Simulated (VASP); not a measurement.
Here is a VASP 6.6.1 calculation.

Contents of INCAR:

```
SYSTEM = PbS
  PREC = Accurate
  ENCUT = 500
  EDIFF = 1E-6
  ISMEAR = 0
  SIGMA = 0.01
  LREAL = .False.
  LASPH = .True.
  NELM = 120
  ALGO = Normal
  ISIF = 2
  LWAVE = .False.
  LCHARG = .False.
  NBANDS = 17
  GGA_COMPAT = .False.
```

KPOINTS

```
regular mesh
0
Gamma
  4 4 4
  0 0 0
```

POSCAR

```
PbS
1.0
    0.0000000000      2.9705683225      2.9705683225
    2.9705683225      0.0000000000      2.9705683225
    2.9705683225      2.9705683225      0.0000000000
Pb S
1 1
Direct
    0.0000000000      0.0000000000      0.0000000000
    0.5000000000      0.5000000000      0.5000000000
```

Potentials or basis: VASP PAW LDA potentials, release 64 (Pb_d, S).

Command:

```console
$ cat potpaw_LDA.64/Pb_d/POTCAR potpaw_LDA.64/S/POTCAR > POTCAR
$ mpirun -np 1 vasp_std > vasp.out
```

**Question.** Predict the band gap on the k mesh.

**Answer.** 0.22 eV, direct.

**Question.** What does it give for the pressure?

**Answer.** -2.7 GPa.

Caveat: the k points lie up to 0.46 Å⁻¹ apart; spin-orbit coupling is left out, which moves the levels of the heavy elements. A k mesh can miss the band edges.
